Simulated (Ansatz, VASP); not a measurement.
SiPtF6: VASP beside Ansatz

```
CELL_PARAMETERS angstrom
0.00000 3.95559 3.95559
3.95559 0.00000 3.95559
3.95559 3.95559 0.00000
ATOMIC_POSITIONS crystal
F 0.75000 0.25000 0.25000
F 0.25000 0.75000 0.25000
F 0.25000 0.75000 0.75000
F 0.75000 0.25000 0.75000
F 0.25000 0.25000 0.75000
F 0.75000 0.75000 0.25000
Pt 0.50000 0.50000 0.50000
Si 0.00000 0.00000 0.00000
```

Alike in both runs: task single point; functional PBE; k mesh 8 × 8 × 8; no spin polarisation.

```csv
,VASP,Ansatz
version,VASP 6.6.1,Ansatz 0.2.0
potentials or method,"VASP PAW PBE potentials, release 64 (F, Pt, Si), cutoff 520 eV",PAW plane waves
occupations,"fermi-dirac, width 0.1 eV",fermi-dirac
valence electrons in the cell,56,64
```

```tsv
	VASP	Ansatz	Ansatz less VASP
pressure (GPa)	3.6	3.5	-0.11
```

VASP's potentials hold 56 valence electrons a cell and Ansatz's 64, so a difference there can come from the potentials and not from the codes.

Neither program's run includes spin-orbit coupling.
